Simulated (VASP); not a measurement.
Wanted: the native input for a VASP 6.6.1 run.

| Item | Value |
| --- | --- |
| Task | single point |
| Functional | PBE |
| Potentials or basis | VASP PAW PBE potentials, release 64 (Ti_sv, I) |
| Cutoff | 520 eV |
| k mesh | 10 × 14 × 8 |
| Occupations | gaussian, width 0.1 eV |
| Spin | no spin polarisation |
| Dipole correction | no |
| Further INCAR settings | ALGO = Normal; EDIFF = 1e-06; NBANDS = 27 |

The structure of TiI lies in POSCAR:

```
TiI
1.0
    4.5640239323      0.0000000000      0.0000000000
    0.0000000000      3.5430543458      0.0000000000
    0.0000000000      0.0000000000      6.2927688926
Ti I
2 2
Direct
    0.7500000000      0.0000000000      0.6225635166
    0.2500000000      0.0000000000      0.3774364834
    0.7500000000      0.5000000000      0.2607567025
    0.2500000000      0.5000000000      0.7392432975
```

These files were run (other wordings do the same):

INCAR

```
PREC = Accurate
ENCUT = 520
EDIFF = 1E-6
ISMEAR = 0
SIGMA = 0.1
LREAL = F
LASPH = T
NELM = 60
ALGO = Normal
ISIF = 2
LWAVE = F
LCHARG = T
GGA = PE
LELF = T
LVHAR = T
NBANDS = 27
```

KPOINTS

```
Automatic mesh
0
Gamma
  10 14 8
```

Potentials or basis: VASP PAW PBE potentials, release 64 (Ti_sv, I).

Command:

```sh
$ cat potpaw_PBE.64/Ti_sv/POTCAR potpaw_PBE.64/I/POTCAR > POTCAR
$ mpirun -np 1 vasp_std > vasp.out
```

It gave:

```json
{"Pressure": "0.0 GPa", "Largest force": "0.009 eV/Å", "Band gap on the k mesh": "zero (bands 19 and 20 overlap by 1.63 eV)"}
```

Caveat: spin-orbit coupling is left out, which moves the levels of the heavy elements; this functional lacks dispersion, which binds layers or chains, so the pressure and a relaxed spacing across them are unreliable; semilocal functionals often make such compounds metallic where correlation or magnetic order opens a gap, which also shifts bond lengths.

Run time: 8.4 min on 1 thread of Intel(R) Xeon(R) Platinum 8488C (Sapphire Rapids), with other jobs on the host, peak memory 0.63 GiB.
